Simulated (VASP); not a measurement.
# Si (a cell with a defect) in VASP: a series of runs

Runs on Si (a cell with a defect). Level: PBEsol. Tasks: single point.

Everything below comes from runs of VASP 6.6.1. Logs are shortened: lines on timing, memory, paths and dates and some standing lists are left out, and cuts for length are marked.

**1. The cell of the first run**

The cell holds a defect, 17 atoms: a = 7.679 Å, b = 7.679 Å, c = 7.679 Å, α = 60.00°, β = 60.00°, γ = 60.00°.

**2. Single point, PBEsol**

INCAR

```
SYSTEM = Si
  PREC = Accurate
  ENCUT = 520
  EDIFF = 1E-6
  ISMEAR = 0
  SIGMA = 0.05
  LREAL = Auto
  LASPH = .True.
  NELM = 100
  ALGO = Normal
  ISIF = 2
  LWAVE = .False.
  LCHARG = .False.
  GGA = PS
  NBANDS = 48
```

KPOINTS

```
Automatic mesh
0
Gamma
  2 2 2
  0 0 0
```

POSCAR

```
Si
1.0
    0.0000000000      5.4300000000      5.4300000000
    5.4300000000      0.0000000000      5.4300000000
    5.4300000000      5.4300000000      0.0000000000
Si
17
Direct
    0.0026480663     -0.0029771639     -0.0030195212
    0.1300099448      0.1233977901      0.1233416206
    0.0024902394     -0.0029287293      0.5034887661
    0.1244470534      0.1261636280      0.6247337937
    0.0024376611      0.5035678637     -0.0029632597
    0.1244128913      0.6247806630      0.1261546961
    0.0000790976      0.4999825967      0.4999715470
    0.1243121547      0.6247924494      0.6247416206
    0.4987340700      0.0006736648      0.0005088398
    0.6225360958      0.1230749540      0.1229747698
    0.4967997238     -0.0030008287      0.5032488950
    0.6223589319      0.1230696133      0.6318583794
    0.4967611418      0.5033749540     -0.0030836096
    0.6223021179      0.6320321363      0.1229612339
    0.4966376611      0.5033906998      0.5032599448
    0.6262825967      0.6246919890      0.6246093002
    0.7487606814      0.2506638122      0.2504969613
```

Potentials or basis: VASP PAW PBE potentials, release 64 (Si).

Run with:

```sh
cat potpaw_PBE.64/Si/POTCAR > POTCAR
mpirun -np 1 vasp_std > vasp.out
```

OUTCAR:

```text
SYSTEM = Si
   PREC = Accurate
   ENCUT = 520
   EDIFF = 1E-6
   ISMEAR = 0
   LREAL = Auto
   LASPH = .True.
   NELM = 100
   ISIF = 2
   GGA = PS

 ion  position               nearest neighbor table
   1  0.003  0.997  0.997-   6 2.33   4 2.33   2 2.38  10 2.38  17 2.75
   2  0.130  0.123  0.123-   9 2.31   1 2.38   3 2.38   5 2.38  17 2.39
   3  0.002  0.997  0.503-   8 2.33   4 2.33  12 2.38   2 2.38  17 2.75
   4  0.124  0.126  0.625-   1 2.33   3 2.33  11 2.33   7 2.34
   5  0.002  0.504  0.997-   8 2.33   6 2.33  14 2.38   2 2.38  17 2.75
   6  0.124  0.625  0.126-   1 2.33   5 2.33  13 2.33   7 2.34
   7  0.000  0.500  0.500-  16 2.34   8 2.34   6 2.34   4 2.34
   8  0.124  0.625  0.625-   3 2.33   5 2.33  15 2.33   7 2.34
   9  0.499  0.001  0.001-  14 2.31  12 2.31  10 2.31   2 2.31
  10  0.623  0.123  0.123-   9 2.31   1 2.38  11 2.38  13 2.38  17 2.39
  11  0.497  0.997  0.503-  16 2.33   4 2.33  12 2.38  10 2.38  17 2.75
  12  0.622  0.123  0.632-   9 2.31   3 2.38  11 2.38  15 2.38  17 2.39
  13  0.497  0.503  0.997-  16 2.33   6 2.33  14 2.38  10 2.38  17 2.75
  14  0.622  0.632  0.123-   9 2.31   5 2.38  13 2.38  15 2.38  17 2.39
  15  0.497  0.503  0.503-  16 2.33   8 2.33  14 2.38  12 2.38  17 2.74
  16  0.626  0.625  0.625-  15 2.33  11 2.33  13 2.33   7 2.34
  17  0.749  0.251  0.250-   2 2.39  10 2.39  12 2.39  14 2.39  15 2.74  13 2.75  11 2.75   5 2.75
                             3 2.75   1 2.75

  LATTYP: Found a face centered cubic cell.
 ALAT       =    10.8600000000

  Lattice vectors:

 A1 = (   0.0000000000,   5.4300000000,   5.4300000000)
 A2 = (   5.4300000000,   0.0000000000,   5.4300000000)
 A3 = (   5.4300000000,   5.4300000000,   0.0000000000)

Analysis of symmetry for initial positions (statically):
=====================================================================
 Subroutine PRICEL returns:
 Original cell was already a primitive cell.

 Routine SETGRP: Setting up the symmetry group for a
 face centered cubic supercell.

 Subroutine GETGRP returns: Found  1 space group operations
 (whereof  1 operations were pure point group operations)
 out of a pool of 48 trial point group operations.

The static configuration has the point symmetry C_1 .

Analysis of symmetry for dynamics (positions and initial velocities):
=====================================================================
 Subroutine PRICEL returns:
 Original cell was already a primitive cell.

 Routine SETGRP: Setting up the symmetry group for a
 face centered cubic supercell.

 Subroutine GETGRP returns: Found  1 space group operations
 (whereof  1 operations were pure point group operations)
[... 124 lines left out ...]
   TEBEG  =    0.0;   TEEND  =   0.0 temperature during run
   PSTRESS=    0.0 pullay stress
   NELECT =      68.0000    total number of electrons
   NUPDOWN=      -1.0000    fix difference up-down
   EMIN   =  10.00;   EMAX   =-10.00  energy-range for DOS
   EFERMI =   0.00;   METHOD = LEGACY
   ISMEAR =     0;   SIGMA  =   0.05  broadening in eV -4-tet -1-fermi 0-gaus
   EFERMI_NEDOS =   21; number of points for ismear=-14 and -15
   IALGO  =     38    algorithm
   IMIX   =      4    mixing-type and parameters
     AMIX     =   0.40;   BMIX     =  1.00
     AMIX_MAG =   1.60;   BMIX_MAG =  1.00
  volume/ion in A,a.u.               =      18.84       127.11
  Fermi-wavevector in a.u.,A,eV,Ry     =   0.976715  1.845724 12.979587  0.953973
  Thomas-Fermi vector in A             =   2.107356
   LORBIT       =      0    0 simple, 1 ext, 2 COOP (PROOUT), +10 PAW based schemes
   GGA     = PS    functional components
   LHFCALC =     F    Hartree Fock is set to
   AEXX    =    0.0000 exact exchange contribution
   IVDW    =     0    specifies the selected vdW correction
   LEPSILON=     F    determine dielectric tensor
   LRPA    =     F    only Hartree local field effects (RPA)
 non-spin polarized calculation
 Gauss-broadening in eV      SIGMA  =   0.05
  energy-cutoff  :      520.00
  volume of cell :      320.21
 maximum number of plane-waves:      8646
 NGX is ok and might be reduce to    60
   NGX = 29   NGY = 29   NGZ = 29

 number of electron      68.0000001 magnetization

 Free energy of the ion-electron system (eV)
  ---------------------------------------------------
  ext. energy  EPLUGINS =         0.00000000
  ---------------------------------------------------
  free energy    TOTEN  =       -93.92793613 eV

  energy without entropy =      -93.91655685  energy(sigma->0) =      -93.92224649

 E-fermi :   6.7905     XC(G=0):  -9.8061

 val. band max:        6.5664102831   @ k =   0.0000   0.0000   0.0000
 cond. band min:       6.8101335551   @ k =   0.0000   0.5000   0.5000
 fundamental gap:      0.2437232719
 Fermi energy:         6.7905023770

 k-point     1 :       0.0000    0.0000    0.0000
  band No.  band energies     occupation
      1      -6.3885      2.00000
      2      -3.8271      2.00000
      3      -3.6847      2.00000
      4      -3.6837      2.00000
      5      -3.6824      2.00000
      6      -2.8716      2.00000
[... 381 lines left out ...]
     45      10.0346      0.00000
     46      10.0377      0.00000
 [bands above 46 left out]

------------------------ aborting loop because EDIFF is reached ----------------------------------------

  FORCE on cell =-STRESS in cart. coord.  units (eV):
  Direction    XX          YY          ZZ          XY          YZ          ZX
  --------------------------------------------------------------------------------------
  -------------------------------------------------------------------------------------
  Total        6.9745747      6.9759501      6.9747910     -0.0014177      0.0075645     -0.0042227
  in kB       34.8978624     34.9047447     34.8989449     -0.0070937      0.0378495     -0.0211284
  external PRESSURE =      34.9005174 kB  Pullay stress =       0.0000000 kB

 VOLUME and BASIS-vectors are now :
 -----------------------------------------------------------------------------
  energy-cutoff  :      520.00
  volume of cell :      320.21
      direct lattice vectors                 reciprocal lattice vectors
     0.000000000  5.430000000  5.430000000    -0.092081031  0.092081031  0.092081031
     5.430000000  0.000000000  5.430000000     0.092081031 -0.092081031  0.092081031
     5.430000000  5.430000000  0.000000000     0.092081031  0.092081031 -0.092081031

 POSITION                                       TOTAL-FORCE (eV/Angst)
 -----------------------------------------------------------------------------------
     10.82744      5.42798      5.42821         0.023726      0.000120      0.000831
      1.33980      1.37570      1.37600        -0.017684      0.018525      0.019519
      8.14804      2.74747      5.42762        -0.001112     -0.019294      0.002900
      4.07737      4.06805      1.36082         0.016363     -0.018910      0.022210
      8.14828      5.42715      2.74761        -0.001987      0.002917     -0.018116
      4.07758      1.36058      4.06812         0.015723      0.021894     -0.019136
[... 9 lines left out ...]
      6.78371      6.79234      6.79279        -0.017389      0.016946      0.016622
      2.72130      5.42597      5.42688         0.001313     -0.000775     -0.000837
 -----------------------------------------------------------------------------------
    total drift:                                0.001276      0.000774     -0.000914

  FREE ENERGIE OF THE ION-ELECTRON SYSTEM (eV)
  ---------------------------------------------------
  free  energy   TOTEN  =       -93.9279361304 eV

  energy  without entropy=      -93.9165568458  energy(sigma->0) =      -93.92224649
```

OSZICAR:

```text
N       E                     dE             d eps       ncg     rms          rms(c)
DAV:   1     0.157123646772E+03    0.15712E+03   -0.26093E+04   768   0.117E+03
DAV:   2    -0.805537982852E+02   -0.23768E+03   -0.22477E+03   928   0.170E+02
DAV:   3    -0.955237810328E+02   -0.14970E+02   -0.14542E+02   984   0.373E+01
DAV:   4    -0.958421229883E+02   -0.31834E+00   -0.31705E+00   952   0.672E+00
DAV:   5    -0.958496828393E+02   -0.75599E-02   -0.75569E-02   944   0.995E-01    0.149E+01
DAV:   6    -0.944860432896E+02    0.13636E+01   -0.94687E-01   896   0.286E+00    0.892E+00
DAV:   7    -0.939256448749E+02    0.56040E+00   -0.13211E+00   888   0.328E+00    0.774E-01
DAV:   8    -0.939277295181E+02   -0.20846E-02   -0.66919E-02   880   0.952E-01    0.425E-01
DAV:   9    -0.939276216967E+02    0.10782E-03   -0.42884E-03   912   0.228E-01    0.202E-01
DAV:  10    -0.939278933944E+02   -0.27170E-03   -0.87939E-04   872   0.932E-02    0.751E-02
DAV:  11    -0.939279307745E+02   -0.37380E-04   -0.13373E-04   952   0.427E-02    0.269E-02
DAV:  12    -0.939279360460E+02   -0.52715E-05   -0.99365E-06   888   0.117E-02    0.723E-03
DAV:  13    -0.939279361304E+02   -0.84465E-07   -0.18615E-06   624   0.469E-03
   1 F= -.93927936E+02 E0= -.93922246E+02  d E =-.113793E-01
```

stdout:

```text
POSCAR found type information on POSCAR Si
 POSCAR found :  1 types and      17 ions
 scaLAPACK will be used
 -----------------------------------------------------------------------------
|                                                                             |
|                                                                             |
|     You enforced a specific xc type in the INCAR file but a different       |
|     I HOPE YOU KNOW WHAT YOU ARE DOING!                                     |
|                                                                             |
 -----------------------------------------------------------------------------

 LDA part: xc-table for (Slater+PW92), standard interpolation
 POSCAR, INCAR and KPOINTS ok, starting setup
 FFT: planning ... GRIDC
 FFT: planning ... GRID_SOFT
 FFT: planning ... GRID
 WAVECAR not read
 entering main loop
```

It took 3.4 min on 1 thread of Intel Xeon Platinum 8259CL at 2.50GHz (Skylake/Cascade Lake), shared host; peak memory 0.46 GiB.

What came out:

```
Free energy            : -93.9279 eV
Pressure               : 3.5 GPa
Largest force          : 0.033 eV/Å
Band gap on the k mesh : zero (bands 34 and 35 overlap by 0.25 eV)
```

Forces on the atoms (eV/Å):
```
Si   0.024  0.000  0.001
Si  -0.018  0.019  0.020
Si  -0.001 -0.019  0.003
Si   0.016 -0.019  0.022
Si  -0.002  0.003 -0.018
Si   0.016  0.022 -0.019
Si   0.002 -0.001 -0.001
Si  -0.021 -0.017 -0.018
Si   0.003 -0.001  0.000
Si  -0.008 -0.011 -0.010
Si   0.001 -0.003  0.012
Si   0.010  0.007 -0.007
Si   0.000  0.013 -0.004
Si   0.009 -0.007  0.006
Si  -0.015  0.000 -0.002
Si  -0.017  0.017  0.017
Si   0.001 -0.001 -0.001
```

Levels at points of the mesh, in eV from the Fermi level:
| k point | band 30 | band 31 | band 32 | band 33 | band 34 | band 35 | band 36 | band 37 | band 38 | band 39 |
| --- | --- | --- | --- | --- | --- | --- | --- | --- | --- | --- |
| (0.00, 0.00, 0.00) | -1.67 | -0.76 | -0.76 | -0.76 | -0.23 | -0.23 | -0.22 | 0.05 | 0.05 | 0.43 |
| (0.50, 0.00, 0.00) | -1.51 | -1.51 | -1.35 | -1.35 | -0.33 | 0.52 | 0.53 | 0.88 | 0.88 | 1.30 |
| (0.00, 0.50, 0.00) | -1.51 | -1.51 | -1.35 | -1.35 | -0.33 | 0.52 | 0.53 | 0.88 | 0.88 | 1.30 |
| (0.00, 0.00, 0.50) | -1.51 | -1.51 | -1.35 | -1.35 | -0.33 | 0.52 | 0.53 | 0.88 | 0.88 | 1.30 |
| (0.50, 0.50, 0.50) | -1.51 | -1.51 | -1.35 | -1.35 | -0.33 | 0.52 | 0.53 | 0.88 | 0.88 | 1.30 |
| (0.50, 0.50, 0.00) | -1.95 | -1.95 | -1.81 | -0.96 | 0.02 | 0.72 | 1.04 | 1.05 | 1.15 | 1.91 |
| (0.00, 0.50, 0.50) | -1.95 | -1.95 | -1.81 | -0.96 | 0.02 | 0.72 | 1.04 | 1.05 | 1.15 | 1.91 |
| (0.50, 0.00, 0.50) | -1.95 | -1.95 | -1.81 | -0.96 | 0.02 | 0.72 | 1.04 | 1.05 | 1.15 | 1.91 |

Caveat: the k points lie up to 0.50 Å⁻¹ apart; the PAW data sets were made with another functional, which shifts forces and pressure a little.

**3. Single point, PBEsol**

INCAR

```
  PREC = Accurate
  ENCUT = 520
  EDIFF = 1E-7
  ISMEAR = 0
  SIGMA = 0.05
  LREAL = Auto
  LASPH = T
  NELM = 100
  ALGO = Normal
  ISIF = 2
  LWAVE = F
  LCHARG = F
  GGA = PS
  NBANDS = 48
```

KPOINTS

```
Automatic mesh
0
Gamma
  2 2 2
```

POSCAR

```
Si
1.0
    0.0000000000      5.4300000000      5.4300000000
    5.4300000000      0.0000000000      5.4300000000
    5.4300000000      5.4300000000      0.0000000000
Si
17
Direct
    0.0009383057      0.0003020258     -0.0001390424
    0.1249981584      0.1250478821      0.1248729282
    0.0006354512      0.0002304788      0.4987197974
    0.1226568140      0.1216000921      0.6276325046
    0.0007766114      0.4988779006     -0.0001362799
    0.1227956722      0.6279844383      0.1210895948
   -0.0046917127      0.5016449355      0.5012263352
    0.1224419890      0.6280241252      0.6276981584
    0.4987890424      0.0004656538     -0.0000684162
    0.6286148250      0.1217428177      0.1211034070
    0.5027932781     -0.0068492634      0.5015523941
    0.6282422652      0.1218218232      0.6276643646
    0.5029610497      0.5020975138     -0.0075853591
    0.6283976980      0.6281698895      0.1211700737
    0.5025171271      0.5020615101      0.5015283610
    0.6265757827      0.6244687845      0.6237597606
    0.3766610497      0.3744628913      0.3736623389
```

Potentials or basis: VASP PAW PBE potentials, release 64 (Si).

Run with:

```sh
cat potpaw_PBE.64/Si/POTCAR > POTCAR
mpirun -np 1 vasp_std > vasp.out
```

OUTCAR:

```text
PREC = Accurate
   ENCUT = 520
   EDIFF = 1E-7
   ISMEAR = 0
   LREAL = Auto
   LASPH = T
   NELM = 100
   ISIF = 2
   GGA = PS

 ion  position               nearest neighbor table
   1  0.001  0.000  1.000-   4 2.33   6 2.33  10 2.33   2 2.34
   2  0.125  0.125  0.125-   9 2.34   1 2.34   5 2.34   3 2.34
   3  0.001  0.000  0.499-   8 2.33   4 2.33  12 2.34   2 2.34
   4  0.123  0.122  0.628-   1 2.33   3 2.33   7 2.38  11 2.38  17 2.75
   5  0.001  0.499  1.000-   8 2.33   6 2.33  14 2.34   2 2.34
   6  0.123  0.628  0.121-   1 2.33   5 2.33   7 2.38  13 2.38  17 2.75
[... 616 lines left out ...]
  Total        6.9873711      6.9915171      6.9901917      0.0037457     -0.0029363      0.0052748
  in kB       34.9618905     34.9826354     34.9760037      0.0187420     -0.0146922      0.0263927
  external PRESSURE =      34.9735099 kB  Pullay stress =       0.0000000 kB

 VOLUME and BASIS-vectors are now :
 -----------------------------------------------------------------------------
  energy-cutoff  :      520.00
  volume of cell :      320.21
      direct lattice vectors                 reciprocal lattice vectors
     0.000000000  5.430000000  5.430000000    -0.092081031  0.092081031  0.092081031
     5.430000000  0.000000000  5.430000000     0.092081031 -0.092081031  0.092081031
     5.430000000  5.430000000  0.000000000     0.092081031  0.092081031 -0.092081031

 POSITION                                       TOTAL-FORCE (eV/Angst)
 -----------------------------------------------------------------------------------
      5.43088      5.43434      0.00674         0.023750      0.022509      0.017188
      1.35707      1.35680      1.35775        -0.002315      0.000071      0.001257
      2.70930      2.71150      0.00470        -0.018245     -0.027535      0.023054
      4.06833      4.07407      1.32632        -0.003005     -0.003317      0.019645
      8.13817      5.43348      2.71312        -0.014263      0.024409     -0.026170
      4.06747      1.32430      4.07674        -0.000114      0.015108     -0.003568
[... 9 lines left out ...]
      6.77788      6.78932      6.79317        -0.000437     -0.001718      0.000579
      4.06232      4.07426      4.07860         0.003446      0.000022     -0.002709
 -----------------------------------------------------------------------------------
    total drift:                                0.008452      0.000883     -0.004708

  FREE ENERGIE OF THE ION-ELECTRON SYSTEM (eV)
  ---------------------------------------------------
  free  energy   TOTEN  =       -93.9278933073 eV

  energy  without entropy=      -93.9165274105  energy(sigma->0) =      -93.92221036
```

OSZICAR:

```text
N       E                     dE             d eps       ncg     rms          rms(c)
DAV:   1     0.157070506782E+03    0.15707E+03   -0.26085E+04   768   0.117E+03
DAV:   2    -0.811020082990E+02   -0.23817E+03   -0.22599E+03   936   0.171E+02
DAV:   3    -0.955385452506E+02   -0.14437E+02   -0.13967E+02   992   0.370E+01
DAV:   4    -0.958425237911E+02   -0.30398E+00   -0.30299E+00   952   0.660E+00
DAV:   5    -0.958497754476E+02   -0.72517E-02   -0.72480E-02   968   0.980E-01    0.149E+01
DAV:   6    -0.944860017111E+02    0.13638E+01   -0.94788E-01   888   0.286E+00    0.892E+00
DAV:   7    -0.939255568561E+02    0.56044E+00   -0.13195E+00   904   0.328E+00    0.776E-01
DAV:   8    -0.939276927900E+02   -0.21359E-02   -0.66820E-02   888   0.951E-01    0.426E-01
DAV:   9    -0.939275778767E+02    0.11491E-03   -0.42755E-03   920   0.227E-01    0.201E-01
DAV:  10    -0.939278498128E+02   -0.27194E-03   -0.86515E-04   880   0.926E-02    0.751E-02
DAV:  11    -0.939278879121E+02   -0.38099E-04   -0.13178E-04   968   0.424E-02    0.265E-02
DAV:  12    -0.939278930755E+02   -0.51635E-05   -0.96901E-06   904   0.116E-02    0.722E-03
DAV:  13    -0.939278932114E+02   -0.13584E-06   -0.20492E-06   952   0.467E-03    0.191E-03
DAV:  14    -0.939278934988E+02   -0.28746E-06   -0.48487E-07   896   0.241E-03    0.768E-04
DAV:  15    -0.939278933093E+02    0.18951E-06   -0.39729E-08   576   0.721E-04    0.386E-04
DAV:  16    -0.939278933073E+02    0.20473E-08   -0.65689E-09   576   0.306E-04
   1 F= -.93927893E+02 E0= -.93922210E+02  d E =-.113659E-01
```

Run time: 3.7 min. Hardware: 1 thread of Intel Xeon Platinum 8259CL at 2.50GHz (Skylake/Cascade Lake), shared host; peak memory 0.47 GiB.

What came out:

* Free energy: -93.9279 eV
* Pressure: 3.5 GPa
* Largest force: 0.040 eV/Å
* Band gap on the k mesh: zero (bands 34 and 35 overlap by 0.25 eV)

Forces on the atoms (eV/Å):
```
Si   0.024  0.023  0.017
Si  -0.002  0.000  0.001
Si  -0.018 -0.028  0.023
Si  -0.003 -0.003  0.020
Si  -0.014  0.024 -0.026
Si   0.000  0.015 -0.004
Si   0.018 -0.021 -0.018
Si  -0.028 -0.001  0.002
Si   0.020 -0.018 -0.020
Si   0.021  0.005  0.000
Si  -0.014  0.007 -0.007
Si  -0.004 -0.012  0.005
Si  -0.012 -0.007  0.008
Si   0.000  0.007 -0.015
Si   0.010  0.011  0.015
Si   0.000 -0.002  0.001
Si   0.003  0.000 -0.003
```

Levels at points of the mesh, in eV from the Fermi level:
```csv
k point,band 30,band 31,band 32,band 33,band 34,band 35,band 36,band 37,band 38,band 39
"(0.00, 0.00, 0.00)",-1.67,-0.76,-0.76,-0.76,-0.23,-0.23,-0.22,0.05,0.05,0.43
"(0.50, 0.00, 0.00)",-1.51,-1.51,-1.35,-1.35,-0.33,0.52,0.53,0.88,0.88,1.30
"(0.00, 0.50, 0.00)",-1.51,-1.50,-1.35,-1.35,-0.33,0.52,0.53,0.88,0.88,1.30
"(0.00, 0.00, 0.50)",-1.51,-1.50,-1.35,-1.35,-0.33,0.52,0.53,0.88,0.88,1.30
"(0.50, 0.50, 0.50)",-1.51,-1.51,-1.35,-1.35,-0.33,0.52,0.53,0.88,0.88,1.30
"(0.50, 0.50, 0.00)",-1.95,-1.95,-1.81,-0.96,0.02,0.72,1.04,1.05,1.15,1.91
"(0.00, 0.50, 0.50)",-1.95,-1.95,-1.81,-0.96,0.02,0.72,1.04,1.05,1.15,1.91
"(0.50, 0.00, 0.50)",-1.95,-1.95,-1.81,-0.96,0.02,0.72,1.04,1.05,1.15,1.91
```

Caveat: the k points lie up to 0.50 Å⁻¹ apart; the PAW data sets were made with another functional, which shifts forces and pressure a little.

The gap in the log of VASP goes by the Fermi energy; the results here count the filled bands.